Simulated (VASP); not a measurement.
# ZnS (F-43m) in VASP: further runs

Runs on ZnS. Level: PBEsol. Tasks: single point, relaxation of cell and atoms.

All numbers are computed with VASP 6.6.1; they aren't measurements. Logs are shortened: lines on timing, memory, paths and dates and some standing lists are left out, and cuts for length are marked.

**1. The cell of the first run**

It takes space group F-43m (No. 216, cubic). Conventional cell: a = 5.356 Å, b = 5.356 Å, c = 5.356 Å, α = 90.00°, β = 90.00°, γ = 90.00°. Within 3.1 Å of Zn (site symmetry -43m) lie 4 S at 2.32 Å. S (site symmetry -43m) has 4 Zn at 2.32 Å within 3.1 Å.

**2. Single point, PBEsol**

INCAR reads:

```
SYSTEM = ZnS
  ALGO = Normal
  EDIFF = 1E-6
  ENCUT = 520
  GGA = PS
  ISIF = 2
  ISMEAR = 0
  LASPH = .TRUE.
  LCHARG = .FALSE.
  LREAL = .FALSE.
  LWAVE = .FALSE.
  NBANDS = 16
  NELM = 80
  PREC = Accurate
  SIGMA = 0.02
```

KPOINTS reads:

```
k-points
0
G
  8 8 8
  0 0 0
```

POSCAR reads:

```
ZnS
1.0
    0.0000000000      2.6780747399      2.6780747399
    2.6780747399      0.0000000000      2.6780747399
    2.6780747399      2.6780747399      0.0000000000
Zn S
1 1
Direct
    0.0000000000      0.0000000000      0.0000000000
    0.2500000000      0.2500000000      0.2500000000
```

Potentials or basis: VASP PAW PBE potentials, release 64 (Zn, S).

Command:

```sh
> cat potpaw_PBE.64/Zn/POTCAR potpaw_PBE.64/S/POTCAR > POTCAR
> mpirun -np 1 vasp_std > vasp.out
```

OUTCAR:

```text
SYSTEM = ZnS
   EDIFF = 1E-6
   ENCUT = 520
   GGA = PS
   ISIF = 2
   ISMEAR = 0
   LASPH = .TRUE.
   LREAL = .FALSE.
   NELM = 80
   PREC = Accurate

 ion  position               nearest neighbor table
   1  0.000  0.000  0.000-   2 2.32   2 2.32   2 2.32   2 2.32
   2  0.250  0.250  0.250-   1 2.32   1 2.32   1 2.32   1 2.32

  LATTYP: Found a face centered cubic cell.
 ALAT       =     5.3561494798

  Lattice vectors:

 A1 = (   0.0000000000,   2.6780747399,   2.6780747399)
 A2 = (   2.6780747399,   0.0000000000,   2.6780747399)
 A3 = (   2.6780747399,   2.6780747399,   0.0000000000)

Analysis of symmetry for initial positions (statically):
=====================================================================
 Subroutine PRICEL returns:
 Original cell was already a primitive cell.

 Routine SETGRP: Setting up the symmetry group for a
 face centered cubic supercell.

 Subroutine GETGRP returns: Found 24 space group operations
 (whereof 24 operations were pure point group operations)
 out of a pool of 48 trial point group operations.

The static configuration has the point symmetry T_d .

Analysis of symmetry for dynamics (positions and initial velocities):
=====================================================================
 Subroutine PRICEL returns:
 Original cell was already a primitive cell.

 Routine SETGRP: Setting up the symmetry group for a
 face centered cubic supercell.

 Subroutine GETGRP returns: Found 24 space group operations
 (whereof 24 operations were pure point group operations)
 out of a pool of 48 trial point group operations.

The dynamic configuration has the point symmetry T_d .

 Subroutine INISYM returns: Found 24 space group operations
 (whereof 24 operations are pure point group operations),
 and found     1 'primitive' translations

----------------------------------------------------------------------------------------

                                     Primitive cell

  volume of cell :      38.4148

  direct lattice vectors                    reciprocal lattice vectors
     0.000000000  2.678074740  2.678074740    -0.186701287  0.186701287  0.186701287
     2.678074740  0.000000000  2.678074740     0.186701287 -0.186701287  0.186701287
     2.678074740  2.678074740  0.000000000     0.186701287  0.186701287 -0.186701287

  length of vectors
     3.787369618  3.787369618  3.787369618     0.323376115  0.323376115  0.323376115

  position of ions in fractional coordinates (direct lattice)
     0.000000000  0.000000000  0.000000000
     0.250000000  0.250000000  0.250000000

[... 77 lines left out ...]
   LREAL  =      F    real-space projection
   EDIFFG = 0.1E-04   stopping-criterion for IOM
   NSW    =      0    number of steps for IOM
   IBRION =     -1    ionic relax: 0-MD 1-quasi-New 2-CG
   NFREE  =      0    steps in history (QN), initial steepest desc. (CG)
   ISIF   =      2    stress and relaxation
   ISYM   =      2    0-nonsym 1-usesym 2-fastsym
   POTIM  = 0.5000    time-step for ionic-motion
   TEBEG  =    0.0;   TEEND  =   0.0 temperature during run
   PSTRESS=    0.0 pullay stress
   NELECT =      18.0000    total number of electrons
   NUPDOWN=      -1.0000    fix difference up-down
   EMIN   =  10.00;   EMAX   =-10.00  energy-range for DOS
   EFERMI =   0.00;   METHOD = LEGACY
   ISMEAR =     0;   SIGMA  =   0.02  broadening in eV -4-tet -1-fermi 0-gaus
   EFERMI_NEDOS =   21; number of points for ismear=-14 and -15
   IALGO  =     38    algorithm
   IMIX   =      4    mixing-type and parameters
     AMIX     =   0.40;   BMIX     =  1.00
     AMIX_MAG =   1.60;   BMIX_MAG =  1.00
  volume/ion in A,a.u.               =      19.21       129.62
  Fermi-wavevector in a.u.,A,eV,Ry     =   1.271549  2.402878 21.998388  1.616836
  Thomas-Fermi vector in A             =   2.404476
   LORBIT       =      0    0 simple, 1 ext, 2 COOP (PROOUT), +10 PAW based schemes
   GGA     = PS    functional components
   LHFCALC =     F    Hartree Fock is set to
   AEXX    =    0.0000 exact exchange contribution
   IVDW    =     0    specifies the selected vdW correction
   LEPSILON=     F    determine dielectric tensor
   LRPA    =     F    only Hartree local field effects (RPA)
 non-spin polarized calculation
 Gauss-broadening in eV      SIGMA  =   0.02
  energy-cutoff  :      520.00
  volume of cell :       38.41
 maximum number of plane-waves:      1056
   NGX = 15   NGY = 15   NGZ = 15

 number of electron      18.0000016 magnetization

 Free energy of the ion-electron system (eV)
  ---------------------------------------------------
  ext. energy  EPLUGINS =         0.00000000
  ---------------------------------------------------
  free energy    TOTEN  =        -7.58860453 eV

  energy without entropy =       -7.58860453  energy(sigma->0) =       -7.58860453

 E-fermi :   2.4140     XC(G=0):  -9.9756

 val. band max:        2.2663743965   @ k =   0.0000   0.0000   0.0000
 cond. band min:       4.3598538567   @ k =   0.0000   0.0000   0.0000
 fundamental gap:      2.0934794602
 Fermi energy:         2.4140441716

 k-point     1 :       0.0000    0.0000    0.0000
  band No.  band energies     occupation
      1     -11.0797      2.00000
      2      -4.2173      2.00000
      3      -4.2173      2.00000
      4      -4.2173      2.00000
      5      -3.6860      2.00000
      6      -3.6860      2.00000
[... 433 lines left out ...]
      3      -4.0238      2.00000
      4      -3.7532      2.00000
      5      -3.6738      2.00000
      6      -3.4015      2.00000
[... 8 lines left out ...]
     15      15.7184      0.00000
     16      16.6031      0.00000

 [... further k-points ...]

------------------------ aborting loop because EDIFF is reached ----------------------------------------

  FORCE on cell =-STRESS in cart. coord.  units (eV):
  Direction    XX          YY          ZZ          XY          YZ          ZX
  --------------------------------------------------------------------------------------
  -------------------------------------------------------------------------------------
  Total        0.0512884      0.0512884      0.0512884     -0.0000000     -0.0000000      0.0000000
  in kB        2.1391042      2.1391042      2.1391042     -0.0000000     -0.0000000      0.0000000
  external PRESSURE =       2.1391042 kB  Pullay stress =       0.0000000 kB

 VOLUME and BASIS-vectors are now :
 -----------------------------------------------------------------------------
  energy-cutoff  :      520.00
  volume of cell :       38.41
      direct lattice vectors                 reciprocal lattice vectors
     0.000000000  2.678074740  2.678074740    -0.186701287  0.186701287  0.186701287
     2.678074740  0.000000000  2.678074740     0.186701287 -0.186701287  0.186701287
     2.678074740  2.678074740  0.000000000     0.186701287  0.186701287 -0.186701287

 POSITION                                       TOTAL-FORCE (eV/Angst)
 -----------------------------------------------------------------------------------
      0.00000      0.00000      0.00000        -0.000000      0.000000      0.000000
      1.33904      1.33904      1.33904         0.000000     -0.000000      0.000000
 -----------------------------------------------------------------------------------
    total drift:                                0.000002      0.000002      0.000002

  FREE ENERGIE OF THE ION-ELECTRON SYSTEM (eV)
  ---------------------------------------------------
  free  energy   TOTEN  =        -7.5886045301 eV

  energy  without entropy=       -7.5886045301  energy(sigma->0) =       -7.58860453
```

Wall time 8.1 s (1 thread of AMD EPYC 9R45 (Zen 5), shared host); peak memory 0.13 GiB.

Results:

| Item | Value |
| --- | --- |
| Free energy | -7.5886 eV |
| Pressure | 0.2 GPa |
| Band gap on the k mesh | 2.09 eV, direct |

Caveat: the PAW data sets were made with another functional, which shifts forces and pressure a little.

**3. Relaxation of cell and atoms, PBEsol**

This run uses another cell than the first one, of 19.55 Å³/atom, 1.018 times its volume.

INCAR reads:

```
SYSTEM = ZnS
ALGO = Normal
EDIFF = 1E-7
EDIFFG = -0.005
ENCUT = 600
GGA = PS
IBRION = 2
ISIF = 3
ISMEAR = 0
LASPH = .TRUE.
LCHARG = .FALSE.
LREAL = .FALSE.
LWAVE = .FALSE.
NELM = 60
NSW = 100
PREC = Accurate
SIGMA = 0.02
```

KPOINTS is that of step 2.

POSCAR reads:

```
ZnS
1.0
    0.0000000000      2.6936828773      2.6936828773
    2.6936828773      0.0000000000      2.6936828773
    2.6936828773      2.6936828773      0.0000000000
Zn S
1 1
Direct
    0.0000000000      0.0000000000      0.0000000000
    0.2500000000      0.2500000000      0.2500000000
```

Potentials or basis: VASP PAW PBE potentials, release 64 (Zn, S).

Command:

```sh
> cat potpaw_PBE.64/Zn/POTCAR potpaw_PBE.64/S/POTCAR > POTCAR
> mpirun -np 1 vasp_std > vasp.out
```

OUTCAR:

```text
SYSTEM = ZnS
   EDIFF = 1E-7
   EDIFFG = -0.005
   ENCUT = 600
   GGA = PS
   IBRION = 2
   ISIF = 3
   ISMEAR = 0
   LASPH = .TRUE.
   LREAL = .FALSE.
   NELM = 60
   NSW = 100
   PREC = Accurate

 ion  position               nearest neighbor table
   1  0.000  0.000  0.000-   2 2.33   2 2.33   2 2.33   2 2.33
   2  0.250  0.250  0.250-   1 2.33   1 2.33   1 2.33   1 2.33

  LATTYP: Found a face centered cubic cell.
 ALAT       =     5.3873657546

  Lattice vectors:

 A1 = (   0.0000000000,   2.6936828773,   2.6936828773)
 A2 = (   2.6936828773,   0.0000000000,   2.6936828773)
 A3 = (   2.6936828773,   2.6936828773,   0.0000000000)

Analysis of symmetry for initial positions (statically):
=====================================================================
 Subroutine PRICEL returns:
 Original cell was already a primitive cell.

 Routine SETGRP: Setting up the symmetry group for a
 face centered cubic supercell.

 Subroutine GETGRP returns: Found 24 space group operations
 (whereof 24 operations were pure point group operations)
 out of a pool of 48 trial point group operations.

The static configuration has the point symmetry T_d .

Analysis of symmetry for dynamics (positions and initial velocities):
=====================================================================
 Subroutine PRICEL returns:
 Original cell was already a primitive cell.

 Routine SETGRP: Setting up the symmetry group for a
 face centered cubic supercell.
[... 230 lines left out ...]
  ext. energy  EPLUGINS =         0.00000000
  ---------------------------------------------------
  free energy    TOTEN  =        -7.58893551 eV

  energy without entropy =       -7.58893551  energy(sigma->0) =       -7.58893551

 E-fermi :   2.3548     XC(G=0):  -9.9629

 val. band max:        2.2406198970   @ k =   0.0000   0.0000   0.0000
 cond. band min:       4.3230721804   @ k =   0.0000   0.0000   0.0000
 fundamental gap:      2.0824522834
 Fermi energy:         2.3547599075

 k-point     1 :       0.0000    0.0000    0.0000
  band No.  band energies     occupation
      1     -11.0859      2.00000
      2      -4.2318      2.00000
      3      -4.2318      2.00000
      4      -4.2318      2.00000
      5      -3.7038      2.00000
      6      -3.7038      2.00000
      7       2.2406      2.00000
      8       2.2406      2.00000
      9       2.2406      2.00000
     10       4.3231      0.00000
     11       8.5310      0.00000
     12       8.5310      0.00000
     13       8.5310      0.00000
[... 354 lines left out ...]
  band No.  band energies     occupation
      1      -9.9318      2.00000
      2      -4.1035      2.00000
      3      -4.0393      2.00000
      4      -3.7699      2.00000
      5      -3.6916      2.00000
      6      -3.4206      2.00000
      7      -2.8388      2.00000
      8      -0.2247      2.00000
      9       0.6977      2.00000
     10       7.0922      0.00000
     11       8.0413      0.00000
     12      10.0492      0.00000
     13      11.2324      0.00000

 [... further k-points ...]

------------------------ aborting loop because EDIFF is reached ----------------------------------------

  FORCE on cell =-STRESS in cart. coord.  units (eV):
  Direction    XX          YY          ZZ          XY          YZ          ZX
  --------------------------------------------------------------------------------------
  -------------------------------------------------------------------------------------
  Total        0.0034044      0.0034044      0.0034044      0.0000000      0.0000000     -0.0000000
  in kB        0.1416162      0.1416162      0.1416162      0.0000000      0.0000000     -0.0000000
  external PRESSURE =       0.1416162 kB  Pullay stress =       0.0000000 kB
[... 17 lines left out ...]
  FREE ENERGIE OF THE ION-ELECTRON SYSTEM (eV)
  ---------------------------------------------------
  free  energy   TOTEN  =        -7.5889355128 eV

  energy  without entropy=       -7.5889355128  energy(sigma->0) =       -7.58893551

 reached required accuracy - stopping structural energy minimisation
```

OSZICAR:

```text
N       E                     dE             d eps       ncg     rms          rms(c)
DAV:   1     0.917986350460E+02    0.91799E+02   -0.99179E+03   754   0.182E+03
DAV:   2    -0.133678438796E+01   -0.93135E+02   -0.88814E+02   789   0.303E+02
DAV:   3    -0.790635341083E+01   -0.65696E+01   -0.65345E+01   974   0.787E+01
[... 27 lines left out ...]
DAV:   4    -0.758895612130E+01    0.12232E-03   -0.65999E-05   892   0.137E-01    0.409E-02
DAV:   5    -0.758893552980E+01    0.20591E-04   -0.18375E-05  1165   0.916E-02    0.804E-03
DAV:   6    -0.758893530687E+01    0.22293E-06   -0.57443E-06   794   0.309E-02    0.378E-03
DAV:   7    -0.758893553301E+01   -0.22614E-06   -0.24289E-07   511   0.107E-02    0.143E-03
DAV:   8    -0.758893551276E+01    0.20243E-07   -0.91084E-08   392   0.535E-03
   3 F= -.75889355E+01 E0= -.75889355E+01  d E =-.203652E-02
```

It took 20 s on 1 thread of AMD EPYC 9R45 (Zen 5), shared host; peak memory 0.15 GiB.

What came out:

| Item | Value |
| --- | --- |
| Free energy | -7.5889 eV |
| Relaxed volume | 19.26 Å³/atom |
| Relaxed cell | a = 3.791 Å, b = 3.791 Å, c = 3.791 Å, α = 60.00°, β = 60.00°, γ = 60.00° |
| Space group after relaxing (to 0.05 Å) | F-43m (No. 216) |
| Energy gained by relaxing | 1.0 meV/atom |
| Ionic steps | 3 |
| Pressure after relaxing | 0.0 GPa |
| Band gap on the k mesh | 2.08 eV, direct |

The path:
```csv
step,energy change (eV),largest force (eV/Å),pressure (GPa),volume (Å³)
1,0.0000,0.0000,-1.12,39.09
2,-0.0018,0.0000,0.39,38.32
3,-0.0020,0.0000,0.01,38.52
```

Final structure:
```
Zn S
1.0
     0.00000    2.68043    2.68043
     2.68043    0.00000    2.68043
     2.68043    2.68043    0.00000
Zn S
1 1
Direct
  0.00000 0.00000 0.00000
  0.25000 0.25000 0.25000
```

Levels at points of the mesh, in eV from the valence-band top:
| k point | band 6 | band 7 | band 8 | band 9 | band 10 | band 11 | band 12 | band 13 |
| --- | --- | --- | --- | --- | --- | --- | --- | --- |
| (0.00, 0.00, 0.00) | -5.94 | 0.00 | 0.00 | 0.00 | 2.08 | 6.29 | 6.29 | 6.29 |
| (0.50, 0.00, 0.00) | -5.74 | -5.52 | -0.91 | -0.91 | 3.24 | 6.82 | 6.82 | 8.79 |
| (0.50, 0.50, 0.00) | -5.72 | -4.70 | -2.34 | -2.34 | 3.18 | 3.96 | 11.00 | 12.04 |

Caveat: the PAW data sets were made with another functional, which shifts forces and pressure a little.

**4. Single point, PBEsol**

This run uses another cell than the first one: it holds 32 atoms, not 2.

INCAR reads:

```
ALGO = Normal ; EDIFF = 1E-6
ENCUT = 520 ; GGA = PS
ISIF = 2 ; ISMEAR = 0
LASPH = T ; LCHARG = F
LREAL = Auto ; LWAVE = F
NBANDS = 166 ; NELM = 80
PREC = Accurate ; SIGMA = 0.02
```

KPOINTS reads:

```
Automatic mesh
0
Gamma
  2 2 2
  0.5 0.5 0.5
```

POSCAR reads:

```
ZnS
1.0
   -5.3561494797     -5.3561494797      5.3561494797
    5.3561494797      5.3561494797      5.3561494797
   -5.3561494797      5.3561494797     -5.3561494797
Zn S
16 16
Direct
    0.2500000000      0.5000000000      0.2500000000
    0.5000000000      0.5000000000      0.0000000000
    0.2500000000      0.7500000000      0.0000000000
    0.7500000000      0.5000000000      0.7500000000
    0.5000000000      0.7500000000      0.7500000000
    0.2500000000      0.0000000000      0.7500000000
    0.0000000000      0.5000000000      0.5000000000
    0.7500000000      0.7500000000      0.5000000000
    0.5000000000      0.0000000000      0.5000000000
    0.2500000000      0.2500000000      0.5000000000
    0.0000000000      0.7500000000      0.2500000000
    0.7500000000      0.0000000000      0.2500000000
    0.5000000000      0.2500000000      0.2500000000
    0.0000000000      0.0000000000      0.0000000000
    0.7500000000      0.2500000000      0.0000000000
    0.0000000000      0.2500000000      0.7500000000
    0.0000000000      0.2500000000      0.0000000000
    0.2500000000      0.2500000000      0.7500000000
    0.0000000000      0.5000000000      0.7500000000
    0.5000000000      0.2500000000      0.5000000000
    0.2500000000      0.5000000000      0.5000000000
    0.0000000000      0.7500000000      0.5000000000
    0.7500000000      0.2500000000      0.2500000000
    0.5000000000      0.5000000000      0.2500000000
    0.2500000000      0.7500000000      0.2500000000
    0.0000000000      0.0000000000      0.2500000000
    0.7500000000      0.5000000000      0.0000000000
    0.5000000000      0.7500000000      0.0000000000
    0.2500000000      0.0000000000      0.0000000000
    0.7500000000      0.7500000000      0.7500000000
    0.5000000000      0.0000000000      0.7500000000
    0.7500000000      0.0000000000      0.5000000000
```

Command:

```sh
> cat potpaw_PBE.64/Zn/POTCAR potpaw_PBE.64/S/POTCAR > POTCAR
> mpirun -np 1 vasp_std > vasp.out
```

It took 5.3 min on 1 thread of AMD EPYC 9R45 (Zen 5), shared host; peak memory 0.71 GiB.

Results (log left out):

* Free energy: -121.4443 eV
* Pressure: 0.2 GPa
* Band gap on the k mesh: 3.75 eV

Levels at points of the mesh, in eV from the valence-band top:
```
           k point  band 142  band 143  band 144  band 145  band 146  band 147
(0.25, 0.25, 0.25)     -0.06     -0.06     -0.06      3.88      3.88      3.88
```

Caveat: the PAW data sets were made with another functional, which shifts forces and pressure a little.

**5. Summary**

| task | cell | k mesh | cutoff (eV) | gap on the mesh (eV) | pressure (GPa) |
| --- | --- | --- | --- | --- | --- |
| single point | a = 3.787 Å, angles 60.0°, 2 atoms | 8 × 8 × 8 | 520 | 2.09 | 0.2 |
| relaxation of cell and atoms | relaxed from a = 3.809 Å, angles 60.0°, 2 atoms | 8 × 8 × 8 | 600 | 2.08 | 0.0 |
| single point | a = 9.277 Å, angles 109.5°, 32 atoms | 2 × 2 × 2, shifted | 520 | 3.75 | 0.2 |

Alike in all rows: level PBEsol; potentials or basis VASP PAW PBE potentials, release 64 (Zn, S); no spin polarisation; smearing gaussian 0.02 eV.

Caveats: the PAW data sets were made with another functional, which shifts forces and pressure a little.

Absolute energies hang on the potentials; compare differences alone.
